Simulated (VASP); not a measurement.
# Fe2Ge: single point with PBEsol

The system is Fe2Ge.

```
CELL_PARAMETERS angstrom
4.24529 0.00000 0.00000
-2.12265 3.67653 0.00000
0.00000 0.00000 2.67798
ATOMIC_POSITIONS crystal
Ge 0.00000 0.00000 0.00000
Fe 0.33333 0.66667 0.50000
Fe 0.66667 0.33333 0.50000
```

```yaml
Program: VASP 6.6.1
Task: single point
Functional: PBEsol
Potentials_or_basis: VASP PAW PBE potentials, release 64 (Ge_d, Fe)
Cutoff: 520 eV
k_mesh: 7 × 7 × 10
Occupations: fermi-dirac, width 0.05 eV
Spin: collinear spin, ferromagnetic start
Starting_moments: "[0.0, 3.0, 3.0] μB"
Dipole_correction: no
Further_INCAR_settings: ALGO = Fast; EDIFF = 1e-06; NBANDS = 26
```

```
Pressure                                              : -12.7 GPa
Net moment                                            : 5.27 μB per cell
Site moments                                          : Ge +0.01; Fe +2.59 μB
Valence electrons inside the program's atomic spheres : Ge 12.29; Fe 7.08
```

Levels at points of the mesh, in eV from the Fermi level:
Spin up:
```
           k point  band 15  band 16  band 17  band 18  band 19  band 20  band 21  band 22
(0.00, 0.00, 0.00)    -1.62    -1.62    -0.10     1.77     1.77     2.66     2.66     6.52
(0.00, 0.00, 0.50)    -2.40    -0.74    -0.56     3.37     3.37     4.09     5.56     7.27
```
Spin down:
| k point | band 8 | band 9 | band 10 | band 11 | band 12 | band 13 | band 14 | band 15 | band 16 | band 17 |
| --- | --- | --- | --- | --- | --- | --- | --- | --- | --- | --- |
| (0.00, 0.00, 0.00) | -3.62 | -2.34 | -1.19 | -1.03 | -1.03 | 0.52 | 0.52 | 0.55 | 1.42 | 1.42 |
| (0.00, 0.00, 0.50) | -1.73 | -1.73 | -0.98 | -0.98 | -0.69 | -0.69 | -0.26 | -0.26 | 1.10 | 1.77 |

It took 2.3 min on 1 thread of Intel Xeon 8259CL (shared host), peak memory 0.22 GiB.

Caveat: the cell stands under tension; the PAW data sets were made with another functional, which shifts forces and pressure a little.
